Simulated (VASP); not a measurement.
# AlN (I4/mmm) in VASP: further runs

AlN is run at these levels: r2SCAN; tasks: single point.

Everything below comes from runs of VASP 6.6.1. Logs are shortened: lines on timing, memory, paths and dates and some standing lists are left out, and cuts for length are marked.

### Step 1. The cell of the first run

Symmetry: I4/mmm, No. 139, tetragonal system. Conventional cell: a = 3.126 Å, b = 3.126 Å, c = 3.448 Å, α = 90.00°, β = 90.00°, γ = 90.00°. Within 2.3 Å of Al (site symmetry 4/mmm) lie 6 N at 1.72 to 2.21 Å. N (site symmetry 4/mmm) has 6 Al at 1.72 to 2.21 Å within 2.3 Å.

### Step 2. Single point, r2SCAN

The input, POSCAR:

```
AlN
1.0
    0.0000000000      2.2101919985      1.7239497588
    2.2101919985      0.0000000000      1.7239497588
    2.2101919985      2.2101919985      0.0000000000
Al N
1 1
Direct
    0.5000000000      0.5000000000      0.5000000000
    0.0000000000      0.0000000000      0.0000000000
```

The input, INCAR.step1:

```
SYSTEM = AlN
PREC = Accurate ; ENCUT = 520
ISMEAR = 0 ; SIGMA = 0.05
LREAL = .FALSE. ; LASPH = .TRUE.
NELM = 80 ; NBANDS = 11
GGA = PE ; ALGO = Normal
EDIFF = 1E-4 ; LWAVE = .TRUE.
LCHARG = .FALSE.
```

The input, INCAR.step2:

```
SYSTEM = AlN
PREC = Accurate ; ENCUT = 520
EDIFF = 1E-6 ; ISMEAR = 0
SIGMA = 0.05 ; LREAL = .FALSE.
LASPH = .TRUE. ; NELM = 80
ALGO = Normal ; ISIF = 2
LWAVE = .FALSE. ; LCHARG = .FALSE.
METAGGA = R2SCAN ; LMIXTAU = .TRUE.
NBANDS = 11 ; ISTART = 1
```

The input, KPOINTS:

```
regular mesh
0
G
  10 10 10
  0 0 0
```

Potentials or basis: VASP PAW PBE potentials, release 64 (Al, N).

On the command line:

```sh
$ cat potpaw_PBE.64/Al/POTCAR potpaw_PBE.64/N/POTCAR > POTCAR
$ cp INCAR.step1 INCAR
$ mpirun -np 1 vasp_std > vasp.out
$ cp INCAR.step2 INCAR
$ mpirun -np 1 vasp_std > vasp.out
```

OUTCAR:

```text
SYSTEM = AlN
   PREC = Accurate
   ENCUT = 520
   EDIFF = 1E-6
   ISMEAR = 0
   LREAL = .FALSE.
   LASPH = .TRUE.
   NELM = 80
   ISIF = 2
   METAGGA = R2SCAN
   ISTART = 1

 ion  position               nearest neighbor table
   1  0.500  0.500  0.500-   2 1.72   2 1.72   2 2.21   2 2.21   2 2.21   2 2.21
   2  0.000  0.000  0.000-   1 1.72   1 1.72   1 2.21   1 2.21   1 2.21   1 2.21

  LATTYP: Found a body centered tetragonal cell.
 ALAT       =     3.1256834997
 C/A-ratio  =     1.1030865786

  Lattice vectors:

 A1 = (   0.0000000000,  -2.2101919985,  -1.7239497588)
 A2 = (   0.0000000000,   2.2101919985,  -1.7239497588)
 A3 = (   2.2101919985,   0.0000000000,   1.7239497588)

Analysis of symmetry for initial positions (statically):
=====================================================================
 Subroutine PRICEL returns:
 Original cell was already a primitive cell.

 Routine SETGRP: Setting up the symmetry group for a
 body centered tetragonal supercell.

 Subroutine GETGRP returns: Found 16 space group operations
 (whereof 16 operations were pure point group operations)
 out of a pool of 16 trial point group operations.

The static configuration has the point symmetry D_4h.

Analysis of symmetry for dynamics (positions and initial velocities):
=====================================================================
 Subroutine PRICEL returns:
 Original cell was already a primitive cell.

 Routine SETGRP: Setting up the symmetry group for a
 body centered tetragonal supercell.

 Subroutine GETGRP returns: Found 16 space group operations
 (whereof 16 operations were pure point group operations)
 out of a pool of 16 trial point group operations.

The dynamic configuration has the point symmetry D_4h.

 Subroutine INISYM returns: Found 16 space group operations
 (whereof 16 operations are pure point group operations),
 and found     1 'primitive' translations

----------------------------------------------------------------------------------------

                                     Primitive cell

  volume of cell :      16.8428

  direct lattice vectors                    reciprocal lattice vectors
     0.000000000  2.210191999  1.723949759    -0.226224690  0.226224690  0.290031654
     2.210191999  0.000000000  1.723949759     0.226224690 -0.226224690  0.290031654
     2.210191999  2.210191999  0.000000000     0.226224690  0.226224690 -0.290031654

  length of vectors
     2.803025409  2.803025409  3.125683500     0.431825869  0.431825869  0.431825869

  position of ions in fractional coordinates (direct lattice)
     0.500000000  0.500000000  0.500000000
     0.000000000  0.000000000  0.000000000

  ion indices of the primitive-cell ions
   primitive index   ion index
                 1           1
                 2           2

----------------------------------------------------------------------------------------

 KPOINTS: regular mesh

Automatic generation of k-mesh.
 Grid dimensions read from file:
 generate k-points for:   10   10   10

 Generating k-lattice:

  Cartesian coordinates                     Fractional coordinates (reciprocal lattice)
    -0.022622469  0.022622469  0.029003165     0.100000000 -0.000000000  0.000000000
     0.022622469 -0.022622469  0.029003165    -0.000000000  0.100000000  0.000000000
     0.022622469  0.022622469 -0.029003165     0.000000000  0.000000000  0.100000000

  Length of vectors
     0.043182587  0.043182587  0.043182587

  Shift w.r.t. Gamma in fractional coordinates (k-lattice)
     0.000000000  0.000000000  0.000000000

 Subroutine IBZKPT returns following result:
 ===========================================

 Found    102 irreducible k-points:

 Following reciprocal coordinates:
            Coordinates               Weight
  0.000000  0.000000  0.000000      1.000000
  0.100000  0.000000  0.000000      8.000000
  0.200000  0.000000  0.000000      8.000000
  0.300000  0.000000  0.000000      8.000000
  0.400000  0.000000  0.000000      8.000000
  0.500000  0.000000  0.000000      4.000000
[... 16 lines left out ...]
  0.300000  0.300000  0.000000      2.000000
  0.400000  0.300000  0.000000      8.000000
 [... further k-points ...]
   k-points           NKPTS =    102   k-points in BZ     NKDIM =    102   number of bands    NBANDS=     11
   number of dos      NEDOS =    301   number of ions     NIONS =      2
   total plane-waves  NPLWV =  13824
   dimension x,y,z NGX =    24 NGY =   24 NGZ =   24
   dimension x,y,z NGXF=    48 NGYF=   48 NGZF=   48
   ions per type =               1   1
   NGX,Y,Z   is equivalent  to a cutoff of  14.23, 14.23, 12.76 a.u.
   NGXF,Y,Z  is equivalent  to a cutoff of  28.47, 28.47, 25.53 a.u.
 SYSTEM =  AlN
   PREC   = accura    normal or accurate (medium, high low for compatibility)
   ISTART =      1    job   : 0-new  1-cont  2-samecut
   ICHARG =      0    charge: 1-file 2-atom 10-const
   ISPIN  =      1    spin polarized calculation?
   LNONCOLLINEAR =      F non collinear calculations
   LSORBIT =      F    spin-orbit coupling
   LASPH  =      T    aspherical Exc in radial PAW
   ENCUT  =  520.0 eV  38.22 Ry    6.18 a.u.   5.21  5.21  5.81*2*pi/ulx,y,z
   NELM   =     80;   NELMIN=  2; NELMDL=  0     # of ELM steps
   EDIFF  = 0.1E-05   stopping-criterion for ELM
   LREAL  =      F    real-space projection
   EDIFFG = 0.1E-04   stopping-criterion for IOM
   NSW    =      0    number of steps for IOM
   IBRION =     -1    ionic relax: 0-MD 1-quasi-New 2-CG
   NFREE  =      0    steps in history (QN), initial steepest desc. (CG)
   ISIF   =      2    stress and relaxation
   ISYM   =      2    0-nonsym 1-usesym 2-fastsym
   POTIM  = 0.5000    time-step for ionic-motion
   TEBEG  =    0.0;   TEEND  =   0.0 temperature during run
   PSTRESS=    0.0 pullay stress
   NELECT =       8.0000    total number of electrons
   NUPDOWN=      -1.0000    fix difference up-down
   EMIN   =  10.00;   EMAX   =-10.00  energy-range for DOS
   EFERMI =   0.00;   METHOD = LEGACY
   ISMEAR =     0;   SIGMA  =   0.05  broadening in eV -4-tet -1-fermi 0-gaus
   EFERMI_NEDOS =   21; number of points for ismear=-14 and -15
   IALGO  =     38    algorithm
   IMIX   =      4    mixing-type and parameters
     AMIX     =   0.40;   BMIX     =  1.00
     AMIX_MAG =   1.60;   BMIX_MAG =  1.00
  volume/ion in A,a.u.               =       8.42        56.83
  Fermi-wavevector in a.u.,A,eV,Ry     =   1.277321  2.413786 22.198561  1.631548
  Thomas-Fermi vector in A             =   2.409927
   LORBIT       =      0    0 simple, 1 ext, 2 COOP (PROOUT), +10 PAW based schemes
   METAGGA = R2SCAN    functional components
   LHFCALC =     F    Hartree Fock is set to
   AEXX    =    0.0000 exact exchange contribution
   IVDW    =     0    specifies the selected vdW correction
   LEPSILON=     F    determine dielectric tensor
   LRPA    =     F    only Hartree local field effects (RPA)
 non-spin polarized calculation
 Gauss-broadening in eV      SIGMA  =   0.05
  energy-cutoff  :      520.00
  volume of cell :       16.84
 maximum number of plane-waves:       471
 NGX is ok and might be reduce to    24

 number of electron       7.9999999 magnetization

 Free energy of the ion-electron system (eV)
  ---------------------------------------------------
  ext. energy  EPLUGINS =         0.00000000
  ---------------------------------------------------
  free energy    TOTEN  =       -18.06535213 eV

  energy without entropy =      -18.06535213  energy(sigma->0) =      -18.06535213

 E-fermi :  10.2095     XC(G=0): -12.6803

 val. band max:        9.9110095631   @ k =   0.0000   0.0000   0.0000
 cond. band min:      14.0292068862   @ k =   0.5000   0.5000   0.0000
 fundamental gap:      4.1181973230
 Fermi energy:        10.2094812324

 k-point     1 :       0.0000    0.0000    0.0000
  band No.  band energies     occupation
      1      -8.8983      2.00000
      2       7.9862      2.00000
      3       9.9110      2.00000
      4       9.9110      2.00000
      5      14.7927      0.00000
      6      22.0043      0.00000
      7      22.0043      0.00000
      8      23.9856      0.00000
      9      25.3461      0.00000
     10      26.6192      0.00000
     11      26.6192      0.00000

 k-point     2 :       0.1000    0.0000    0.0000
  band No.  band energies     occupation
      1      -8.6909      2.00000
      2       7.5219      2.00000
      3       9.3139      2.00000
      4       9.6324      2.00000
      5      15.4748      0.00000
      6      21.5620      0.00000
      7      21.8367      0.00000
      8      23.8255      0.00000
      9      24.5318      0.00000
     10      26.6452      0.00000
     11      28.1206      0.00000

 k-point     3 :       0.2000    0.0000    0.0000
  band No.  band energies     occupation
      1      -8.0921      2.00000
      2       5.8824      2.00000
      3       8.7376      2.00000
      4       8.9898      2.00000
      5      16.2643      0.00000
      6      20.7396      0.00000
      7      20.8166      0.00000
      8      25.1063      0.00000
      9      25.4004      0.00000
     10      26.2484      0.00000
     11      30.9017      0.00000
[... 267 lines left out ...]
 k-point    23 :       0.3000    0.3000    0.0000
  band No.  band energies     occupation
      1      -5.9770      2.00000
      2       3.9257      2.00000
      3       6.5250      2.00000
      4       6.5250      2.00000
      5      16.0939      0.00000
      6      17.3873      0.00000
      7      23.9303      0.00000
      8      23.9303      0.00000
      9      25.7520      0.00000
     10      28.4821      0.00000
     11      36.6329      0.00000

 k-point    24 :       0.4000    0.3000    0.0000
  band No.  band energies     occupation
      1      -5.2224      2.00000
      2       3.1762      2.00000
      3       6.0172      2.00000
      4       6.0815      2.00000
      5      15.6239      0.00000
      6      17.0222      0.00000
      7      23.9978      0.00000
      8      24.0932      0.00000
      9      26.1686      0.00000
     10      30.6870      0.00000
     11      36.7417      0.00000

 [... further k-points ...]

------------------------ aborting loop because EDIFF is reached ----------------------------------------

  FORCE on cell =-STRESS in cart. coord.  units (eV):
  Direction    XX          YY          ZZ          XY          YZ          ZX
  --------------------------------------------------------------------------------------
  -------------------------------------------------------------------------------------
  Total       -1.1519654     -1.1519654     11.2936045      0.0000000      0.0000000     -0.0000000
  in kB     -109.5810383   -109.5810383   1074.3073635      0.0000000      0.0000000     -0.0000000
  external PRESSURE =     285.0484289 kB  Pullay stress =       0.0000000 kB

 VOLUME and BASIS-vectors are now :
 -----------------------------------------------------------------------------
  energy-cutoff  :      520.00
  volume of cell :       16.84
      direct lattice vectors                 reciprocal lattice vectors
     0.000000000  2.210191999  1.723949759    -0.226224690  0.226224690  0.290031654
     2.210191999  0.000000000  1.723949759     0.226224690 -0.226224690  0.290031654
     2.210191999  2.210191999  0.000000000     0.226224690  0.226224690 -0.290031654

 POSITION                                       TOTAL-FORCE (eV/Angst)
 -----------------------------------------------------------------------------------
      2.21019      2.21019      1.72395        -0.000000     -0.000000      0.000000
      0.00000      0.00000      0.00000         0.000000      0.000000      0.000000
 -----------------------------------------------------------------------------------
    total drift:                                0.000000     -0.000000     -0.000000

  FREE ENERGIE OF THE ION-ELECTRON SYSTEM (eV)
  ---------------------------------------------------
  free  energy   TOTEN  =       -18.0653521285 eV

  energy  without entropy=      -18.0653521285  energy(sigma->0) =      -18.06535213
```

It took 74 s on 1 thread of Intel Xeon 8259CL, shared host; peak memory 0.15 GiB.

What came out:

```yaml
Free_energy: -18.0654 eV
Pressure: 28.5 GPa
Band_gap_on_the_k_mesh: 4.12 eV (least direct gap 4.88 eV)
```

Stress tensor (GPa, compression positive):
```
-10.96   0.00   0.00
  0.00 -10.96   0.00
  0.00   0.00 107.43
```

Levels at points of the mesh, in eV from the valence-band top:
| k point | band 1 | band 2 | band 3 | band 4 | band 5 | band 6 | band 7 | band 8 | band 9 |
| --- | --- | --- | --- | --- | --- | --- | --- | --- | --- |
| (0.00, 0.00, 0.00) | -18.81 | -1.92 | 0.00 | 0.00 | 4.88 | 12.09 | 12.09 | 14.07 | 15.44 |
| (0.50, 0.00, 0.00) | -15.65 | -8.76 | -2.24 | -1.69 | 5.34 | 8.93 | 12.94 | 16.90 | 17.24 |
| (0.50, 0.50, 0.00) | -14.00 | -6.92 | -4.61 | -4.61 | 4.12 | 4.95 | 16.48 | 16.63 | 16.63 |
| (0.50, 0.00, 0.50) | -15.47 | -8.27 | -4.04 | -1.11 | 6.04 | 7.07 | 13.38 | 15.20 | 20.45 |

Caveat: the cell stands under pressure; the PAW data sets were made with another functional, which shifts forces and pressure a little.

### Step 3. Single point, r2SCAN

This run uses another cell than the first one, of the same volume but with other edges.

The input, POSCAR:

```
AlN
1.0
    0.0000000000      1.8641481281      2.4233925666
    1.8641481281      0.0000000000      2.4233925666
    1.8641481281      1.8641481281      0.0000000000
Al N
1 1
Direct
    0.5000000000      0.5000000000      0.5000000000
    0.0000000000      0.0000000000      0.0000000000
```

The input, INCAR.step1:

```
SYSTEM = AlN
  ALGO = Normal
  EDIFF = 1E-4
  ENCUT = 520
  GGA = PE
  ISMEAR = 0
  LASPH = .TRUE.
  LCHARG = .FALSE.
  LREAL = .FALSE.
  LWAVE = .TRUE.
  NBANDS = 11
  NELM = 80
  PREC = Accurate
  SIGMA = 0.05
```

The input, INCAR.step2:

```
SYSTEM = AlN
  ALGO = Normal
  EDIFF = 1E-6
  ENCUT = 520
  ISIF = 2
  ISMEAR = 0
  ISTART = 1
  LASPH = .TRUE.
  LCHARG = .TRUE.
  LELF = .TRUE.
  LMIXTAU = .TRUE.
  LREAL = .FALSE.
  LVHAR = .TRUE.
  LWAVE = .FALSE.
  METAGGA = R2SCAN
  NBANDS = 11
  NELM = 80
  PREC = Accurate
  SIGMA = 0.05
```

The input, KPOINTS:

```
k-points
0
G
  10 10 10
  0 0 0
```

Potentials or basis: VASP PAW PBE potentials, release 64 (Al, N).

On the command line:

```sh
$ cat potpaw_PBE.64/Al/POTCAR potpaw_PBE.64/N/POTCAR > POTCAR
$ cp INCAR.step1 INCAR
$ mpirun -np 1 vasp_std > vasp.out
$ cp INCAR.step2 INCAR
$ mpirun -np 1 vasp_std > vasp.out
```

OUTCAR:

```text
SYSTEM = AlN
   EDIFF = 1E-6
   ENCUT = 520
   ISIF = 2
   ISMEAR = 0
   ISTART = 1
   LASPH = .TRUE.
   LREAL = .FALSE.
   METAGGA = R2SCAN
   NELM = 80
   PREC = Accurate

 ion  position               nearest neighbor table
   1  0.500  0.500  0.500-   2 1.86   2 1.86   2 1.86   2 1.86   2 2.42   2 2.42
   2  0.000  0.000  0.000-   1 1.86   1 1.86   1 1.86   1 1.86   1 2.42   1 2.42

  LATTYP: Found a body centered tetragonal cell.
 ALAT       =     2.6363035650
 C/A-ratio  =     1.8384776311

  Lattice vectors:

[... 524 lines left out ...]

  FORCE on cell =-STRESS in cart. coord.  units (eV):
  Direction    XX          YY          ZZ          XY          YZ          ZX
  --------------------------------------------------------------------------------------
  -------------------------------------------------------------------------------------
  Total        4.4457788      4.4457788     -1.6921233      0.0000000     -0.0000000     -0.0000000
  in kB      422.9059832    422.9059832   -160.9637168      0.0000000     -0.0000000     -0.0000000
  external PRESSURE =     228.2827499 kB  Pullay stress =       0.0000000 kB

 VOLUME and BASIS-vectors are now :
 -----------------------------------------------------------------------------
  energy-cutoff  :      520.00
  volume of cell :       16.84
      direct lattice vectors                 reciprocal lattice vectors
     0.000000000  1.864148128  2.423392567    -0.268219029  0.268219029  0.206322330
     1.864148128  0.000000000  2.423392567     0.268219029 -0.268219029  0.206322330
     1.864148128  1.864148128  0.000000000     0.268219029  0.268219029 -0.206322330

 POSITION                                       TOTAL-FORCE (eV/Angst)
 -----------------------------------------------------------------------------------
      1.86415      1.86415      2.42339         0.000000     -0.000000      0.000000
      0.00000      0.00000      0.00000        -0.000000      0.000000      0.000000
 -----------------------------------------------------------------------------------
    total drift:                                0.000000     -0.000000     -0.000000

  FREE ENERGIE OF THE ION-ELECTRON SYSTEM (eV)
  ---------------------------------------------------
  free  energy   TOTEN  =       -18.3617019692 eV

  energy  without entropy=      -18.3617019692  energy(sigma->0) =      -18.36170197
```

OSZICAR.step1:

```text
N       E                     dE             d eps       ncg     rms          rms(c)
DAV:   1     0.806105985567E+01    0.80611E+01   -0.41516E+03  2252   0.674E+02
DAV:   2    -0.156516929585E+02   -0.23713E+02   -0.22947E+02  2807   0.129E+02
DAV:   3    -0.162999040205E+02   -0.64821E+00   -0.64709E+00  2726   0.191E+01
DAV:   4    -0.163022048253E+02   -0.23008E-02   -0.23007E-02  2512   0.124E+00
DAV:   5    -0.163022228127E+02   -0.17987E-04   -0.17987E-04  2697   0.111E-01    0.859E+00
DAV:   6    -0.140549429810E+02    0.22473E+01   -0.90657E+00  2506   0.163E+01    0.296E+00
DAV:   7    -0.140143838027E+02    0.40559E-01   -0.27590E-01  2493   0.383E+00    0.206E+00
DAV:   8    -0.139993326138E+02    0.15051E-01   -0.28072E-02  2377   0.142E+00    0.376E-01
DAV:   9    -0.139986310022E+02    0.70161E-03   -0.29495E-03  2590   0.363E-01    0.148E-01
DAV:  10    -0.139986692521E+02   -0.38250E-04   -0.23523E-04  2226   0.107E-01
   1 F= -.13998669E+02 E0= -.13998669E+02  d E =-.595356E-11
```

It took 70 s on 1 thread of Intel Xeon 8259CL, shared host; peak memory 0.14 GiB.

What came out:

```yaml
Free_energy: -18.3617 eV
Pressure: 22.8 GPa
Band_gap_on_the_k_mesh: 4.90 eV
```

Stress tensor (GPa, compression positive):
```
 42.29   0.00   0.00
  0.00  42.29   0.00
  0.00   0.00 -16.10
```

Caveat: the cell stands under pressure; the PAW data sets were made with another functional, which shifts forces and pressure a little. A k mesh can miss the band edges.
